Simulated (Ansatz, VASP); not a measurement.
## One calculation of Ge, two programs

```
Ge
1.0
     5.12410    2.95840    1.84313
    -5.12410    2.95840    1.84313
     0.00000   -5.91680    1.84313
Ge
8
Direct
  0.71604 0.71604 0.71604
  0.28396 0.28396 0.28396
  0.02894 0.72536 0.53229
  0.53229 0.02894 0.72536
  0.72536 0.53229 0.02894
  0.97106 0.27464 0.46771
  0.46771 0.97106 0.27464
  0.27464 0.46771 0.97106
```

Alike in both runs: task single point; functional LDA; k mesh 9 × 9 × 9; occupations gaussian, width 0.15 eV; no spin polarisation.

|  | VASP | Ansatz |
| --- | --- | --- |
| version | VASP 6.6.1 | Ansatz 0.2.0 |
| potentials or method | VASP PAW LDA potentials, release 64 (Ge_d), cutoff 520 eV | scalar-relativistic, plane waves, PAW |
| valence electrons in the cell | 112 | 112 |

|  | VASP | Ansatz | Ansatz less VASP |
| --- | --- | --- | --- |
| gap on the k mesh at the Fermi level (eV) | none | none | - |
| pressure (GPa) | -2.4 | -2.5 | -0.05 |
| traceless stress, the component that is largest in VASP (GPa) | 7.94 | 7.88 | -0.062 |
| rms of the force components (eV/Å) | 0.407 | 0.402 | -0.0048 |

Ansatz warns that its potentials were made for another functional, while VASP's fit it. LDA's correlation is that of Perdew and Zunger in VASP and of Perdew and Wang (1992) in Ansatz. Atom by atom the forces differ by 0.006 eV/Å (rms over components). A gap of «none» marks a metal or a gap that the smearing closes.
